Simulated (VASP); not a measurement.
**TiS2: single point with LDA**

TiS2, a sheet with vacuum:

```xyz
3
Lattice="3.3191 0.0000 0.0000 -1.6595 2.8744 0.0000 0.0000 0.0000 29.5200" Properties=species:S:1:pos:R:3 pbc="T T T"
S     0.0000    1.9163    7.0140
S     1.6595    0.9581    9.8460
Ti    0.0000    0.0000    8.4300
```

```json
{
 "Program": "VASP 6.6.1",
 "Task": "single point",
 "Functional": "LDA",
 "Potentials or basis": "VASP PAW LDA potentials, release 64 (S, Ti_sv)",
 "Cutoff": "400 eV",
 "k mesh": "12 × 12 × 1",
 "Occupations": "gaussian, width 0.08 eV",
 "Spin": "no spin polarisation",
 "Dipole correction": "yes",
 "Further INCAR settings": "ALGO = Normal; EDIFF = 1e-06; NBANDS = 19; NELMDL = -8"
}
```

| Quantity | Value |
| --- | --- |
| Largest force | 0.025 eV/Å |
| Band gap on the k mesh | zero (bands 12 and 13 overlap by 0.27 eV) |

Forces in eV/Å, atoms in the order of the input:
```
S    0.000  0.000 -0.025
S    0.000  0.000  0.025
Ti   0.000  0.000  0.000
```

Levels at points of the mesh, in eV from the Fermi level:
| k point | band 8 | band 9 | band 10 | band 11 | band 12 | band 13 | band 14 | band 15 | band 16 | band 17 |
| --- | --- | --- | --- | --- | --- | --- | --- | --- | --- | --- |
| (0.00, 0.00, 0.00) | -2.70 | -2.70 | -1.52 | 0.28 | 0.28 | 0.53 | 0.53 | 1.10 | 3.99 | 3.99 |
| (0.50, 0.00, 0.00) | -4.22 | -2.97 | -2.72 | -1.93 | -1.22 | 0.01 | 1.74 | 2.19 | 3.98 | 4.46 |

Run time: 2.2 min on 1 thread of Intel(R) Xeon(R) Platinum 8259CL CPU @ 2.50GHz (Skylake/Cascade Lake), on a shared host, peak memory 0.28 GiB.
